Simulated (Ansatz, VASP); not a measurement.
Two plane-wave programs on Os

```
Os
1.0
     0.00000    1.94500    1.94500
     1.97418    0.00000    1.94500
     1.97418    1.94500    0.00000
Os
1
Direct
  0.00000 0.00000 0.00000
```

Change from the starting cell: strain +0.0150 x Voigt [1, 0, 0, 0, 0, 0], atoms carried along.

Alike in both runs: task single point; functional r2SCAN; k mesh 20 × 20 × 20; occupations gaussian, width 0.15 eV; no spin polarisation.

|  | VASP | Ansatz |
| --- | --- | --- |
| version | VASP 6.6.1 | Ansatz 0.2.0 |
| potentials or method | VASP PAW PBE potentials, release 64 (Os), cutoff 520 eV | scalar-relativistic, plane waves, PAW |
| valence electrons in the cell | 8 | 16 |

|  | VASP | Ansatz | Ansatz less VASP |
| --- | --- | --- | --- |
| gap on the k mesh at the Fermi level (eV) | none | none | - |
| pressure (GPa) | -21.2 | -21.7 | -0.45 |
| traceless stress, the component that is largest in VASP (GPa) | -2.65 | -2.64 | +0.019 |

VASP's potentials were made for PBE, not for r2SCAN. A gap of «none» marks a metal or a gap that the smearing closes. VASP's potentials hold 8 valence electrons a cell and Ansatz's 16, so a difference there can come from the potentials and not from the codes.

Neither program's run includes spin-orbit coupling.
